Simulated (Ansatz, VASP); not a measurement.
## Two plane-wave programs on GaSnH3

```
Ga Sn H
1.0
     4.16324    0.00000    0.00000
     0.00000    4.16324    0.00000
     0.00000    0.00000    4.16324
Ga Sn H
1 1 3
Cartesian
  0.0000 0.0000 0.0000
  2.0816 2.0816 2.0816
  0.0000 2.0816 2.0816
  2.0816 0.0000 2.0816
  2.0816 2.0816 0.0000
```

Change from the starting cell: species swapped into the Ca3SnO type (Pm-3m, No. 221).

Alike in both runs: task single point; functional PBE; k mesh 4 × 4 × 4; occupations gaussian, width 0.1 eV; no spin polarisation.

```csv
,VASP,Ansatz
version,VASP 6.6.1,Ansatz 0.2.0
potentials or method,"VASP PAW PBE potentials, release 64 (Ga_d, Sn_d, H), cutoff 520 eV","scalar-relativistic, plane waves, PAW"
valence electrons in the cell,30,30
```

|  | VASP | Ansatz | Ansatz less VASP |
| --- | --- | --- | --- |
| gap on the k mesh at the Fermi level (eV) | none | none | - |
| pressure (GPa) | -0.9 | -0.9 | +0.07 |

A gap of «none» marks a metal or a gap that the smearing closes.

The k mesh is coarse, so the values compare programs but aren't converged.
